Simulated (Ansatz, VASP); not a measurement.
# Two plane-wave programs on ZnS2

```xyz
12
Lattice="5.9490 0.0000 0.0000 0.0000 5.9490 0.0000 0.0000 0.0000 5.9490" Properties=species:S:1:pos:R:3 pbc="T T T"
Zn    2.9745    2.9745    0.0000
Zn    2.9745    0.0000    2.9745
Zn    0.0000    2.9745    2.9745
Zn    0.0000    0.0000    0.0000
S     0.5982    5.3509    2.3763
S     5.3509    2.3763    0.5982
S     2.3763    0.5982    5.3509
S     3.5727    3.5727    3.5727
S     5.3509    0.5982    3.5727
S     0.5982    3.5727    5.3509
S     3.5727    5.3509    0.5982
S     2.3763    2.3763    2.3763
```

Alike in both runs: functional r2SCAN; k mesh 6 × 6 × 6; occupations gaussian, width 0.02 eV; no spin polarisation.

Ansatz relaxed the structure, and its values are those at the end. VASP's run is a single point on that final structure, the one shown.

```csv
,VASP,Ansatz
version,VASP 6.6.1,Ansatz 0.2.0
potentials or method,"VASP PAW PBE potentials, release 64 (Zn, S), cutoff 520 eV","scalar-relativistic, plane waves, PAW"
valence electrons in the cell,96,96
```

|  | VASP | Ansatz | Ansatz less VASP |
| --- | --- | --- | --- |
| gap on the k mesh at the Fermi level (eV) | 1.95 | 1.93 | -0.017 |
| least direct gap on the mesh (eV) | 2.04 | 2.01 | -0.029 |
| pressure (GPa) | -0.1 | 0.0 | +0.10 |
| rms of the force components (eV/Å) | 0.051 | 0.000 | -0.0506 |

VASP's potentials were made for PBE, not for r2SCAN.
